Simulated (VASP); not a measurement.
# HfC (P6_3/mmc) in VASP: notebook

HfC is run at these levels: LDA; tasks: single point.

Program: VASP 6.6.1. These are calculated values, not measurements. Logs are shortened: lines on timing, memory, paths and dates and some standing lists are left out, and cuts for length are marked.

### 1 The cell of the first run

The structure is hexagonal, space group P6_3/mmc (No. 194). Conventional cell: a = 3.275 Å, b = 3.275 Å, c = 5.097 Å, α = 90.00°, β = 90.00°, γ = 120.00°. Within 3.0 Å of Hf (site symmetry -6m2) lie 6 C at 2.28 Å. Within 3.0 Å of C (site symmetry -3m) lie 6 Hf at 2.28 Å and 2 C at 2.55 Å.

### 2 Single point, LDA

Contents of INCAR:

```
PREC = Accurate ; ENCUT = 520
EDIFF = 1E-6 ; ISMEAR = -1
SIGMA = 0.05 ; LREAL = False
LASPH = True ; NELM = 80
ALGO = Normal ; ISIF = 2
LWAVE = False ; LCHARG = True
LELF = True ; LVHAR = True
NBANDS = 22
```

Contents of KPOINTS:

```
Automatic mesh
0
Gamma
  9 9 5
```

Contents of POSCAR:

```
HfC
1.0
    3.2746251489      0.0000000000      0.0000000000
   -1.6373125744      2.8359085668      0.0000000000
    0.0000000000      0.0000000000      5.0965063620
Hf C
2 2
Direct
    0.3333333333      0.6666666667      0.2500000000
    0.6666666667      0.3333333333      0.7500000000
    0.0000000000      0.0000000000      0.5000000000
    0.0000000000      0.0000000000      0.0000000000
```

Potentials or basis: VASP PAW LDA potentials, release 64 (Hf_pv, C).

Run with:

```
> cat potpaw_LDA.64/Hf_pv/POTCAR potpaw_LDA.64/C/POTCAR > POTCAR
> mpirun -np 1 vasp_std > vasp.out
```

OUTCAR:

```text
PREC = Accurate
   ENCUT = 520
   EDIFF = 1E-6
   ISMEAR = -1
   LREAL = False
   LASPH = True
   NELM = 80
   ISIF = 2

 ion  position               nearest neighbor table
   1  0.333  0.667  0.250-   3 2.28   4 2.28   3 2.28   4 2.28   3 2.28   4 2.28   2 3.17   2 3.17
                             2 3.17   2 3.17   2 3.17   2 3.17
   2  0.667  0.333  0.750-   3 2.28   4 2.28   3 2.28   4 2.28   3 2.28   4 2.28   1 3.17   1 3.17
                             1 3.17   1 3.17   1 3.17   1 3.17
   3  0.000  0.000  0.500-   1 2.28   2 2.28   1 2.28   2 2.28   2 2.28   1 2.28
   4  0.000  0.000  0.000-   1 2.28   2 2.28   1 2.28   2 2.28   2 2.28   1 2.28

  LATTYP: Found a hexagonal cell.
 ALAT       =     3.2746251489
 C/A-ratio  =     1.5563632875

  Lattice vectors:

 A1 = (   3.2746251489,   0.0000000000,   0.0000000000)
 A2 = (  -1.6373125744,   2.8359085668,   0.0000000000)
 A3 = (   0.0000000000,   0.0000000000,   5.0965063620)

Analysis of symmetry for initial positions (statically):
=====================================================================
 Subroutine PRICEL returns:
 Original cell was already a primitive cell.

 Routine SETGRP: Setting up the symmetry group for a
 hexagonal supercell.

 Subroutine GETGRP returns: Found 24 space group operations
 (whereof 12 operations were pure point group operations)
 out of a pool of 24 trial point group operations.

The static configuration has the point symmetry D_3d.
 The point group associated with its full space group is D_6h.

Analysis of symmetry for dynamics (positions and initial velocities):
=====================================================================
 Subroutine PRICEL returns:
 Original cell was already a primitive cell.

 Routine SETGRP: Setting up the symmetry group for a
 hexagonal supercell.

 Subroutine GETGRP returns: Found 24 space group operations
 (whereof 12 operations were pure point group operations)
 out of a pool of 24 trial point group operations.

The dynamic configuration has the point symmetry D_3d.
 The point group associated with its full space group is D_6h.

 Subroutine INISYM returns: Found 24 space group operations
 (whereof 12 operations are pure point group operations),
 and found     1 'primitive' translations

----------------------------------------------------------------------------------------

                                     Primitive cell

  volume of cell :      47.3289

  direct lattice vectors                    reciprocal lattice vectors
     3.274625149  0.000000000  0.000000000     0.305378465  0.176310339  0.000000000
    -1.637312574  2.835908567  0.000000000     0.000000000  0.352620677  0.000000000
     0.000000000  0.000000000  5.096506362     0.000000000  0.000000000  0.196212842

  length of vectors
     3.274625149  3.274625149  5.096506362     0.352620677  0.352620677  0.196212842

  position of ions in fractional coordinates (direct lattice)
     0.333333333  0.666666667  0.250000000
     0.666666667  0.333333333  0.750000000
     0.000000000  0.000000000  0.500000000
     0.000000000  0.000000000  0.000000000

  ion indices of the primitive-cell ions
   primitive index   ion index
                 1           1
                 2           2
                 3           3
                 4           4

----------------------------------------------------------------------------------------

 KPOINTS: Automatic mesh

Automatic generation of k-mesh.
 Grid dimensions read from file:
 generate k-points for:    9    9    5

 Generating k-lattice:

  Cartesian coordinates                     Fractional coordinates (reciprocal lattice)
     0.033930941  0.019590038  0.000000000     0.111111111  0.000000000  0.000000000
     0.000000000  0.039180075  0.000000000     0.000000000  0.111111111  0.000000000
     0.000000000  0.000000000  0.039242568     0.000000000  0.000000000  0.200000000

  Length of vectors
     0.039180075  0.039180075  0.039242568

  Shift w.r.t. Gamma in fractional coordinates (k-lattice)
     0.000000000  0.000000000  0.000000000

 Subroutine IBZKPT returns following result:
 ===========================================

 Found     36 irreducible k-points:

 Following reciprocal coordinates:
            Coordinates               Weight
  0.000000  0.000000  0.000000      1.000000
  0.111111  0.000000  0.000000      6.000000
  0.222222 -0.000000  0.000000      6.000000
  0.333333 -0.000000  0.000000      6.000000
  0.444444 -0.000000  0.000000      6.000000
  0.111111  0.111111  0.000000      6.000000
[... 16 lines left out ...]
  0.333333  0.222222  0.200000     24.000000
  0.333333  0.333333  0.200000      4.000000
 [... further k-points ...]
   k-points           NKPTS =     36   k-points in BZ     NKDIM =     36   number of bands    NBANDS=     22
   number of dos      NEDOS =    301   number of ions     NIONS =      4
   total plane-waves  NPLWV =  23040
   dimension x,y,z NGX =    24 NGY =   24 NGZ =   40
   dimension x,y,z NGXF=    48 NGYF=   48 NGZF=   80
   ions per type =               2   2
   NGX,Y,Z   is equivalent  to a cutoff of  12.18, 12.18, 13.05 a.u.
   NGXF,Y,Z  is equivalent  to a cutoff of  24.37, 24.37, 26.10 a.u.
 SYSTEM =  unknown system
   PREC   = accura    normal or accurate (medium, high low for compatibility)
   ISTART =      0    job   : 0-new  1-cont  2-samecut
   ICHARG =      2    charge: 1-file 2-atom 10-const
   ISPIN  =      1    spin polarized calculation?
   LNONCOLLINEAR =      F non collinear calculations
   LSORBIT =      F    spin-orbit coupling
   LASPH  =      T    aspherical Exc in radial PAW
   ENCUT  =  520.0 eV  38.22 Ry    6.18 a.u.   6.09  6.09  9.48*2*pi/ulx,y,z
   NELM   =     80;   NELMIN=  2; NELMDL= -5     # of ELM steps
   EDIFF  = 0.1E-05   stopping-criterion for ELM
   LREAL  =      F    real-space projection
   EDIFFG = 0.1E-04   stopping-criterion for IOM
   NSW    =      0    number of steps for IOM
   IBRION =     -1    ionic relax: 0-MD 1-quasi-New 2-CG
   NFREE  =      0    steps in history (QN), initial steepest desc. (CG)
   ISIF   =      2    stress and relaxation
   ISYM   =      2    0-nonsym 1-usesym 2-fastsym
   POTIM  = 0.5000    time-step for ionic-motion
   TEBEG  =    0.0;   TEEND  =   0.0 temperature during run
   PSTRESS=    0.0 pullay stress
   NELECT =      28.0000    total number of electrons
   NUPDOWN=      -1.0000    fix difference up-down
   EMIN   =  10.00;   EMAX   =-10.00  energy-range for DOS
   EFERMI =   0.00;   METHOD = LEGACY
   ISMEAR =    -1;   SIGMA  =   0.05  broadening in eV -4-tet -1-fermi 0-gaus
   EFERMI_NEDOS =   21; number of points for ismear=-14 and -15
   IALGO  =     38    algorithm
   IMIX   =      4    mixing-type and parameters
     AMIX     =   0.40;   BMIX     =  1.00
     AMIX_MAG =   1.60;   BMIX_MAG =  1.00
  volume/ion in A,a.u.               =      11.83        79.85
  Fermi-wavevector in a.u.,A,eV,Ry     =   1.374312  2.597073 25.697784  1.888734
  Thomas-Fermi vector in A             =   2.499750
   LORBIT       =      0    0 simple, 1 ext, 2 COOP (PROOUT), +10 PAW based schemes
   GGA     = CA    functional components
   LHFCALC =     F    Hartree Fock is set to
   AEXX    =    0.0000 exact exchange contribution
   IVDW    =     0    specifies the selected vdW correction
   LEPSILON=     F    determine dielectric tensor
   LRPA    =     F    only Hartree local field effects (RPA)
 non-spin polarized calculation
  energy-cutoff  :      520.00
  volume of cell :       47.33
 maximum number of plane-waves:      1296
   NGX = 13   NGY = 13   NGZ = 19

 number of electron      27.9999997 magnetization

 Free energy of the ion-electron system (eV)
  ---------------------------------------------------
  ext. energy  EPLUGINS =         0.00000000
  ---------------------------------------------------
  free energy    TOTEN  =       -45.03756807 eV

  energy without entropy =      -45.03232215  energy(sigma->0) =      -45.03494511

 E-fermi :   6.7126     XC(G=0): -12.7816

 val. band max:        6.7055655737   @ k =   0.2222   0.2222   0.2000
 cond. band min:       6.7512879107   @ k =   0.1111   0.1111   0.2000
 fundamental gap:      0.0457223370
 Fermi energy:         6.7126370368

 k-point     1 :       0.0000    0.0000    0.0000
  band No.  band energies     occupation
      1     -23.5598      2.00000
      2     -22.8305      2.00000
      3     -22.8305      2.00000
      4     -22.7196      2.00000
      5     -22.7196      2.00000
      6     -22.6142      2.00000
[... 14 lines left out ...]
     21      11.3289      0.00000
     22      15.4658      0.00000

 k-point     2 :       0.1111    0.0000    0.0000
  band No.  band energies     occupation
      1     -23.5234      2.00000
      2     -22.9056      2.00000
      3     -22.8590      2.00000
      4     -22.7890      2.00000
      5     -22.7222      2.00000
      6     -22.6281      2.00000
[... 14 lines left out ...]
     21      11.9551      0.00000
     22      14.9147      0.00000

 k-point     3 :       0.2222   -0.0000    0.0000
  band No.  band energies     occupation
      1     -23.4232      2.00000
      2     -23.0964      2.00000
      3     -22.9543      2.00000
      4     -22.9230      2.00000
      5     -22.7364      2.00000
      6     -22.6710      2.00000
[... 14 lines left out ...]
     21      13.5518      0.00000
     22      13.8913      0.00000

 k-point     4 :       0.3333   -0.0000    0.0000
  band No.  band energies     occupation
      1     -23.3099      2.00000
      2     -23.2859      2.00000
      3     -23.1300      2.00000
      4     -22.9886      2.00000
      5     -22.7588      2.00000
      6     -22.7426      2.00000
[... 14 lines left out ...]
     21      13.4991      0.00000
     22      14.2454      0.00000

 k-point     5 :       0.4444   -0.0000    0.0000
  band No.  band energies     occupation
      1     -23.4458      2.00000
      2     -23.2401      2.00000
      3     -23.1635      2.00000
      4     -23.0290      2.00000
      5     -22.8216      2.00000
      6     -22.7753      2.00000
[... 417 lines left out ...]
 k-point    22 :       0.2222    0.2222    0.2000
  band No.  band energies     occupation
      1     -23.3356      2.00000
      2     -23.3205      2.00000
      3     -23.0487      2.00000
      4     -23.0403      2.00000
      5     -22.8980      2.00000
      6     -22.7554      2.00000
[... 14 lines left out ...]
     21      13.9417      0.00000
     22      14.6978      0.00000

 k-point    23 :       0.3333    0.2222    0.2000
  band No.  band energies     occupation
      1     -23.4048      2.00000
      2     -23.2854      2.00000
      3     -23.1632      2.00000
      4     -23.0011      2.00000
      5     -22.9372      2.00000
      6     -22.8074      2.00000
[... 14 lines left out ...]
     21      14.3396      0.00000
     22      14.8261      0.00000

 k-point    24 :       0.3333    0.3333    0.2000
  band No.  band energies     occupation
      1     -23.3650      2.00000
      2     -23.2438      2.00000
      3     -23.2438      2.00000
      4     -23.0726      2.00000
      5     -22.8736      2.00000
      6     -22.8736      2.00000
[... 14 lines left out ...]
     21      15.2624      0.00000
     22      15.2624      0.00000

 [... further k-points ...]
[... 5 lines left out ...]
  --------------------------------------------------------------------------------------
  -------------------------------------------------------------------------------------
  Total        0.5493789      0.5493789      1.2926094      0.0000000      0.0000000     -0.0000000
  in kB       18.5975676     18.5975676     43.7573999      0.0000000      0.0000000     -0.0000000
  external PRESSURE =      26.9841784 kB  Pullay stress =       0.0000000 kB

 VOLUME and BASIS-vectors are now :
 -----------------------------------------------------------------------------
  energy-cutoff  :      520.00
  volume of cell :       47.33
      direct lattice vectors                 reciprocal lattice vectors
     3.274625149  0.000000000  0.000000000     0.305378465  0.176310339  0.000000000
    -1.637312574  2.835908567  0.000000000     0.000000000  0.352620677  0.000000000
     0.000000000  0.000000000  5.096506362     0.000000000  0.000000000  0.196212842

 POSITION                                       TOTAL-FORCE (eV/Angst)
 -----------------------------------------------------------------------------------
     -0.00000      1.89061      1.27413         0.000000     -0.000000      0.000000
      1.63731      0.94530      3.82238        -0.000000      0.000000      0.000000
      0.00000      0.00000      2.54825         0.000000     -0.000000      0.000000
      0.00000      0.00000      0.00000         0.000000     -0.000000      0.000000
 -----------------------------------------------------------------------------------
    total drift:                               -0.000000      0.000000     -0.000000

  FREE ENERGIE OF THE ION-ELECTRON SYSTEM (eV)
  ---------------------------------------------------
  free  energy   TOTEN  =       -45.0375680672 eV

  energy  without entropy=      -45.0323221539  energy(sigma->0) =      -45.03494511
```

Wall time 53 s (1 thread of AMD EPYC 7R13, shared host); peak memory 0.13 GiB.

Results:

```yaml
Free_energy: -45.0376 eV
Pressure: 2.7 GPa
Band_gap_on_the_k_mesh: zero (band 14 reaches 7.80 eV, above the bottom of band 15 at 6.71 eV)
```

Levels at points of the mesh, in eV from the Fermi level:
```
           k point  band 11  band 12  band 13  band 14  band 15  band 16  band 17  band 18
(0.00, 0.00, 0.00)    -3.19    -1.20    -1.20     1.08     1.51     1.51     2.03     2.03
```

Caveat: spin-orbit coupling is left out, which moves the levels of the heavy elements.

### 3 Single point, LDA

This run uses another cell than the first one, of 12.08 Å³/atom, 1.021 times its volume.

Contents of INCAR:

```
PREC = Accurate
ENCUT = 520
EDIFF = 1E-6
ISMEAR = -1
SIGMA = 0.05
LREAL = F
LASPH = T
NELM = 60
ALGO = Normal
ISIF = 2
LWAVE = F
LCHARG = F
GGA = CA
NBANDS = 22
```

KPOINTS is that of step 2.

Contents of POSCAR:

```
HfC
1.0
    3.2976866492      0.0000000000      0.0000000000
   -1.6488433246      2.8558804119      0.0000000000
    0.0000000000      0.0000000000      5.1323984344
Hf C
2 2
Direct
    0.3333333333      0.6666666667      0.2500000000
    0.6666666667      0.3333333333      0.7500000000
    0.0000000000      0.0000000000      0.5000000000
    0.0000000000      0.0000000000      0.0000000000
```

Potentials or basis: VASP PAW LDA potentials, release 64 (Hf_pv, C).

Run with:

```
> cat potpaw_LDA.64/Hf_pv/POTCAR potpaw_LDA.64/C/POTCAR > POTCAR
> mpirun -np 1 vasp_std > vasp.out
```

OUTCAR:

```text
PREC = Accurate
   ENCUT = 520
   EDIFF = 1E-6
   ISMEAR = -1
   LREAL = F
   LASPH = T
   NELM = 60
   ISIF = 2
   GGA = CA

 ion  position               nearest neighbor table
   1  0.333  0.667  0.250-   3 2.30   4 2.30   3 2.30   4 2.30   3 2.30   4 2.30   2 3.20   2 3.20
                             2 3.20   2 3.20   2 3.20   2 3.20
   2  0.667  0.333  0.750-   3 2.30   4 2.30   3 2.30   4 2.30   3 2.30   4 2.30   1 3.20   1 3.20
                             1 3.20   1 3.20   1 3.20   1 3.20
   3  0.000  0.000  0.500-   1 2.30   2 2.30   1 2.30   2 2.30   2 2.30   1 2.30
[... 806 lines left out ...]
  -------------------------------------------------------------------------------------
  Total       -1.1476323     -1.1476323     -0.2980151      0.0000000      0.0000000      0.0000000
  in kB      -38.0402686    -38.0402686     -9.8782293      0.0000000      0.0000000      0.0000000
  external PRESSURE =     -28.6529221 kB  Pullay stress =       0.0000000 kB

 VOLUME and BASIS-vectors are now :
 -----------------------------------------------------------------------------
  energy-cutoff  :      520.00
  volume of cell :       48.34
      direct lattice vectors                 reciprocal lattice vectors
     3.297686649  0.000000000  0.000000000     0.303242881  0.175077359  0.000000000
    -1.648843325  2.855880412  0.000000000     0.000000000  0.350154718  0.000000000
     0.000000000  0.000000000  5.132398434     0.000000000  0.000000000  0.194840680

 POSITION                                       TOTAL-FORCE (eV/Angst)
 -----------------------------------------------------------------------------------
     -0.00000      1.90392      1.28310         0.000000      0.000000      0.000000
      1.64884      0.95196      3.84930        -0.000000     -0.000000      0.000000
      0.00000      0.00000      2.56620        -0.000000      0.000000      0.000000
      0.00000      0.00000      0.00000        -0.000000      0.000000      0.000000
 -----------------------------------------------------------------------------------
    total drift:                               -0.000000      0.000000     -0.000000

  FREE ENERGIE OF THE ION-ELECTRON SYSTEM (eV)
  ---------------------------------------------------
  free  energy   TOTEN  =       -45.0370385131 eV

  energy  without entropy=      -45.0318895074  energy(sigma->0) =      -45.03446401
```

It took 65 s on 1 thread of AMD EPYC 7R13, shared host; peak memory 0.14 GiB.

What came out:

```
Free energy            : -45.0370 eV
Pressure               : -2.9 GPa
Band gap on the k mesh : zero (band 14 reaches 7.62 eV, above the bottom of band 15 at 6.54 eV)
```

Stress tensor (GPa, compression positive):
```
-3.80  0.00  0.00
 0.00 -3.80  0.00
 0.00  0.00 -0.99
```

Caveat: spin-orbit coupling is left out, which moves the levels of the heavy elements.
